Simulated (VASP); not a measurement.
Set up this calculation in VASP 6.6.1, as the native input.

```yaml
Task: band structure
Functional: LDA
Potentials_or_basis: VASP PAW LDA potentials, release 64 (Cd, In_d, O)
Cutoff: 520 eV
k_mesh: 6 × 6 × 6
Occupations: gaussian, width 0.03 eV
Spin: no spin polarisation
Further_INCAR_settings: ALGO = Normal; EDIFF = 1e-06
```

The structure of CdIn2O4 lies in POSCAR:

```
CdIn2O4                                 
1.0
    0.0000000000      4.6029269421      4.6029269421
    4.6029269421      0.0000000000      4.6029269421
    4.6029269421      4.6029269421      0.0000000000
  Cd              In              O             
     2     4     8
Direct
     0.0000000000000000    0.0000000000000000    0.0000000000000000
     0.2500000000000000    0.2500000000000000    0.2500000000000000
     0.6250000000000000    0.6250000000000000    0.6250000000000000
     0.1250000000000000    0.6250000000000000    0.6250000000000000
     0.6250000000000000    0.6250000000000000    0.1250000000000000
     0.6250000000000000    0.1250000000000000    0.6250000000000000
     0.8620871070017699    0.8620871070017699    0.8620871070017699
     0.8362613210053027    0.3879128929982301    0.3879128929982301
     0.8620871070017699    0.8620871070017699    0.4137386789946973
     0.3879128929982301    0.8362613210053027    0.3879128929982301
     0.4137386789946973    0.8620871070017699    0.8620871070017699
     0.3879128929982301    0.3879128929982301    0.3879128929982301
     0.8620871070017699    0.4137386789946973    0.8620871070017699
     0.3879128929982301    0.3879128929982301    0.8362613210053027
```

One way to write it, as run:

INCAR

```
SYSTEM = CdIn2O4
PREC     = Accurate       ! precision mode
ENCUT    = 520            ! plane-wave cutoff, eV
EDIFF    = 1E-6           ! SCF threshold, eV
ISMEAR   = 0              ! smearing method
SIGMA    = 0.03           ! smearing width, eV
LREAL    = .FALSE.        ! projectors in reciprocal space
LASPH    = .TRUE.         ! aspherical terms in the spheres
NELM     = 80             ! most SCF steps
ALGO     = Normal         ! electronic algorithm
ISIF     = 2              ! what is computed and relaxed
LWAVE    = .FALSE.        ! write WAVECAR
LCHARG   = .FALSE.        ! write CHGCAR
KPAR     = 4
```

KPOINTS

```
regular mesh
0
G
  6 6 6
  0 0 0
```

KPOINTS_OPT

```
explicit points
202
Reciprocal
 0.0000000000  0.0000000000  0.0000000000 1
 0.0555555556  0.0000000000  0.0555555556 1
 0.1111111111  0.0000000000  0.1111111111 1
 0.1666666667  0.0000000000  0.1666666667 1
 0.2222222222  0.0000000000  0.2222222222 1
 0.2777777778  0.0000000000  0.2777777778 1
[... 194 lines left out ...]
 0.4819481000  0.0180519000  0.5000000000 1
 0.5180519000 -0.0180519000  0.5000000000 1
```

Potentials or basis: VASP PAW LDA potentials, release 64 (Cd, In_d, O).

Command:

```bash
$ cat potpaw_LDA.64/Cd/POTCAR potpaw_LDA.64/In_d/POTCAR potpaw_LDA.64/O/POTCAR > POTCAR
$ mpirun -np 4 vasp_std > vasp.out
```

Results of the run:

```yaml
Pressure: -4.5 GPa
Largest_force: 0.087 eV/Å
Band_gap_on_the_k_mesh: 0.94 eV (least direct gap 1.00 eV)
Band_gap_along_the_path: 0.94 eV (least direct gap 1.00 eV)
```

Caveat: the cell stands under tension; spin-orbit coupling is left out, which moves the levels of the heavy elements.

Wall time 5.9 min on 4 MPI ranks on Intel(R) Xeon(R) 6975P-C (Granite Rapids), with other jobs on the host, peak memory 0.48 GiB a rank.
